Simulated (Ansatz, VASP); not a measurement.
## Two plane-wave programs on Ag

POSCAR

```
Ag
1.0
    2.9299980804      0.0000000000      0.0000000000
   -1.4649990402      2.5374527707      0.0000000000
    0.0000000000      0.0000000000      5.1492500000
Ag
2
Direct
    0.3333333333      0.6666666667      0.2500000000
    0.6666666667      0.3333333333      0.7500000000
```

The input INCAR.step1:

```
SYSTEM = Ag
PREC = Accurate ; ENCUT = 520
ISMEAR = 0 ; SIGMA = 0.15
LREAL = .FALSE. ; LASPH = .TRUE.
NELM = 80 ; NBANDS = 18
GGA = PE ; ALGO = Normal
EDIFF = 1E-4 ; LWAVE = .TRUE.
LCHARG = .FALSE.
```

The input INCAR.step2:

```
SYSTEM = Ag
PREC = Accurate ; ENCUT = 520
EDIFF = 1E-7 ; ISMEAR = 0
SIGMA = 0.15 ; LREAL = .FALSE.
LASPH = .TRUE. ; NELM = 80
ALGO = Normal ; ISIF = 2
LWAVE = .FALSE. ; LCHARG = .FALSE.
METAGGA = R2SCAN ; LMIXTAU = .TRUE.
NBANDS = 18 ; ISTART = 1
```

File KPOINTS:

```
Automatic mesh
0
G
  18 18 10
  0 0 0
```

Input for Ansatz:

```yaml
crystal:
  lattice:
    - [2.9299980804, 0.0, 0.0]
    - [-1.4649990402, 2.5374527707, 0.0]
    - [0.0, 0.0, 5.14925]
  atoms:
    - { symbol: Ag, position: [0.3333333333, 0.6666666667, 0.25] }
    - { symbol: Ag, position: [0.6666666667, 0.3333333333, 0.75] }
basis:
  ecutwfc: 500
kpoints:
  mp_grid: { grid: [18, 18, 10] }
hamiltonian:
  xc: r2scan
scf:
  occupations: { method: gaussian, width: 0.15 }
output:
  forces: true
  stress: true
  eigenvalues: true
```

Change from the starting cell: strain +0.0750 x Voigt [0, 0, 1, 0, 0, 0], atoms carried along.

Alike in both runs: task single point; functional r2SCAN; k mesh 18 × 18 × 10; occupations gaussian, width 0.15 eV; no spin polarisation.

```csv
,VASP,Ansatz
version,VASP 6.6.1,Ansatz 0.2.0
potentials or method,"VASP PAW PBE potentials, release 64 (Ag), cutoff 520 eV","scalar-relativistic, plane waves, PAW"
valence electrons in the cell,22,38
```

```csv
,VASP,Ansatz,Ansatz less VASP
gap on the k mesh at the Fermi level (eV),none,none,-
pressure (GPa),-7.2,-7.2,-0.03
"traceless stress, the component that is largest in VASP (GPa)",-2.79,-2.76,+0.033
```

VASP's potentials were made for PBE, not for r2SCAN. A gap of «none» marks a metal or a gap that the smearing closes. VASP's potentials hold 22 valence electrons a cell and Ansatz's 38, so a difference there can come from the potentials and not from the codes.
